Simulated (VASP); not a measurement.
The system is Au.

```
CELL_PARAMETERS angstrom
-1.65727 1.65727 1.65727
1.65727 -1.65727 1.65727
1.65727 1.65727 -1.65727
ATOMIC_POSITIONS crystal
Au 0.00000 0.00000 0.00000
```

Base run:

- Program: VASP 6.6.1
- Functional: BLYP
- Potentials or basis: VASP PAW PBE potentials, release 64 (Au)
- Cutoff: 520 eV
- k mesh: 11 × 11 × 11
- Occupations: fermi-dirac, width 0.05 eV
- Spin: no spin polarisation

Its results: pressure 9.7 GPa.

Task: The run is repeated on the same cell with these changes: functional from BLYP to r2SCAN. What comes out?

Result: Pressure -3.9 GPa.

Caveats: the PAW data sets were made with another functional, which shifts forces and pressure a little.
